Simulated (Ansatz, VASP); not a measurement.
Two plane-wave programs on Tl

INCAR

```
SYSTEM = Tl
ALGO = Fast
EDIFF = 1E-6
ENCUT = 520
GGA = PS
ISIF = 2
ISMEAR = 0
LASPH = .TRUE.
LCHARG = .FALSE.
LREAL = .FALSE.
LWAVE = .FALSE.
NBANDS = 12
NELM = 60
PREC = Accurate
SIGMA = 0.15
```

File KPOINTS:

```
k-points
0
G
  18 18 18
  0 0 0
```

Contents of POSCAR:

```
Tl
1.0
   -1.9021800000      1.9410000000      1.9410000000
    1.9021800000     -1.9410000000      1.9410000000
    1.9021800000      1.9410000000     -1.9410000000
Tl
1
Direct
    0.0000000000      0.0000000000      0.0000000000
```

Input for Ansatz:

```yaml
crystal:
  lattice:
    - [-1.90218, 1.941, 1.941]
    - [1.90218, -1.941, 1.941]
    - [1.90218, 1.941, -1.941]
  atoms:
    - { symbol: Tl, position: [0.0, 0.0, 0.0] }
basis:
  ecutwfc: 420
kpoints:
  mp_grid: { grid: [18, 18, 18] }
hamiltonian:
  xc: pbesol
scf:
  occupations: { method: gaussian, width: 0.15 }
output:
  forces: true
  stress: true
  eigenvalues: true
```

Change from the starting cell: strain -0.0200 x Voigt [1, 0, 0, 0, 0, 0], atoms carried along.

Alike in both runs: task single point; functional PBEsol; k mesh 18 × 18 × 18; occupations gaussian, width 0.15 eV; no spin polarisation.

```csv
,VASP,Ansatz
version,VASP 6.6.1,Ansatz 0.2.0
potentials or method,"VASP PAW PBE potentials, release 64 (Tl_d), cutoff 520 eV","scalar-relativistic, plane waves, PAW"
valence electrons in the cell,13,13
```

```csv
,VASP,Ansatz,Ansatz less VASP
gap on the k mesh at the Fermi level (eV),none,none,-
pressure (GPa),-0.2,-0.1,+0.04
"traceless stress, the component that is largest in VASP (GPa)",0.09,0.09,+0.001
```

VASP's potentials were made for PBE, not for PBEsol. A gap of «none» marks a metal or a gap that the smearing closes.

Neither program's run includes spin-orbit coupling.
